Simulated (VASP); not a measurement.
Runs of VASP 6.6.1 on Hf. The structure is cubic, space group Fm-3m (No. 225). Conventional cell: a = 4.440 Å, b = 4.440 Å, c = 4.440 Å, α = 90.00°, β = 90.00°, γ = 90.00°. Hf (site symmetry m-3m) has 12 Hf at 3.14 Å within 4.1 Å. 

```tsv
smearing	gap on the mesh (eV)	pressure (GPa)
gaussian 0.2 eV	none	-2.9
gaussian 0.3 eV	none	-2.7
gaussian 0.1 eV	none	-3.1
gaussian 0.05 eV	none	(a)
```

Alike in all rows: task single point; level PBEsol+D4; potentials or basis VASP PAW PBE potentials, release 64 (Hf_pv); no spin polarisation; cell as given; k mesh 11 × 11 × 11; cutoff (eV) 520.

Estimate the missing entries.

(a) -3.3.

Caveats: the PAW data sets were made with another functional, which shifts forces and pressure a little; spin-orbit coupling is left out, which moves the levels of the heavy elements; pairwise dispersion overbinds metals, which lowers pressure and volume.

A k mesh can miss the band edges, and the runs leave out spin-orbit coupling on Hf.

A gap of «none» marks levels without a gap at the run's occupations.
